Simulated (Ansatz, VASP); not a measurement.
# MgS in VASP and in Ansatz

```xyz
2
Lattice="0.0000 2.7859 2.8309 2.7859 0.0000 2.8309 2.7859 2.7859 0.0000" Properties=species:S:1:pos:R:3 pbc="T T T"
Mg    0.0000    0.0000    0.0000
S     4.1788    4.1788    4.2463
```

Change from the starting cell: biaxial_xy strain -1.6%.

Alike in both runs: task single point; functional r2SCAN; k mesh 8 × 8 × 8; no spin polarisation.

|  | VASP | Ansatz |
| --- | --- | --- |
| version | VASP 6.6.1 | Ansatz 0.2.0 |
| potentials or method | VASP PAW PBE potentials, release 64 (Mg, S) | plane waves, PAW |
| plane-wave cutoff (eV) | 520 | 500 |
| occupations | gaussian, width 0.01 eV | fixed |
| valence electrons in the cell | 8 | 16 |

|  | VASP | Ansatz | Ansatz less VASP |
| --- | --- | --- | --- |
| gap on the k mesh at the Fermi level (eV) | 4.27 | 4.27 | -0.001 |
| pressure (GPa) | 1.8 | 2.0 | +0.28 |
| traceless stress, the component that is largest in VASP (GPa) | -0.24 | -0.24 | +0.008 |

VASP's potentials were made for PBE, not for r2SCAN. VASP's potentials hold 8 valence electrons a cell and Ansatz's 16, so a difference there can come from the potentials and not from the codes.
